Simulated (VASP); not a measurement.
Set up this calculation in VASP 6.6.1, as the native input.

```
Task                   : relaxation of cell and atoms
Functional             : PBE
Potentials or basis    : VASP PAW PBE potentials, release 64 (C)
Cutoff                 : 600 eV
k mesh                 : 14 × 14 × 19
Occupations            : fermi-dirac, width 0.05 eV
Spin                   : no spin polarisation
Target pressure        : 380 GPa
Dipole correction      : no
Further INCAR settings : ALGO = Normal; EDIFF = 1e-06; IBRION = 2; EDIFFG = -0.005; NSW = 60; ISIF = 3
```

The structure of C lies in POSCAR:

```
C
1.0
    2.7173689090      0.0000000000      0.0000000000
   -1.3586844545      2.3533105066      0.0000000000
    0.0000000000      0.0000000000      1.6847687236
C
3
Direct
    0.0000000000      0.0000000000      0.0000000000
    0.3333333333      0.6666666667      0.5000000000
    0.6666666667      0.3333333333      0.5000000000
```

These files were run (other wordings do the same):

INCAR

```
  ALGO = Normal
  EDIFF = 1E-6
  EDIFFG = -0.005
  ENCUT = 600
  GGA = PE
  IBRION = 2
  ISIF = 3
  ISMEAR = -1
  LASPH = T
  LCHARG = F
  LREAL = F
  LWAVE = F
  NELM = 100
  NSW = 60
  PREC = Accurate
  PSTRESS = 3800.0
  SIGMA = 0.05
```

KPOINTS

```
k-points
0
Gamma
  14 14 19
```

Potentials or basis: VASP PAW PBE potentials, release 64 (C).

Run with:

```console
$ cat potpaw_PBE.64/C/POTCAR > POTCAR
$ mpirun -np 1 vasp_std > vasp.out
```

Results of the run:

```json
{
 "Relaxed volume": "4.04 Å³/atom",
 "Relaxed cell": "a = 3.391 Å, b = 3.391 Å, c = 1.217 Å, α = 90.00°, β = 90.00°, γ = 120.00°",
 "Space group after relaxing (to 0.05 Å)": "P6/mmm (No. 191)",
 "Energy change on relaxing (the enthalpy is what falls)": "-1679.1 meV/atom",
 "Ionic steps": "16",
 "Pressure after relaxing": "379.9 GPa",
 "Band gap on the k mesh": "zero (band 6 reaches 22.24 eV, above the bottom of band 7 at 3.18 eV)"
}
```

Caveat: the cell is relaxed towards a set pressure, so the enthalpy falls and the energy may rise.

It took 69 s on 1 thread of Intel(R) Xeon(R) 6975P-C (Granite Rapids), with other jobs on the host, peak memory 0.15 GiB.
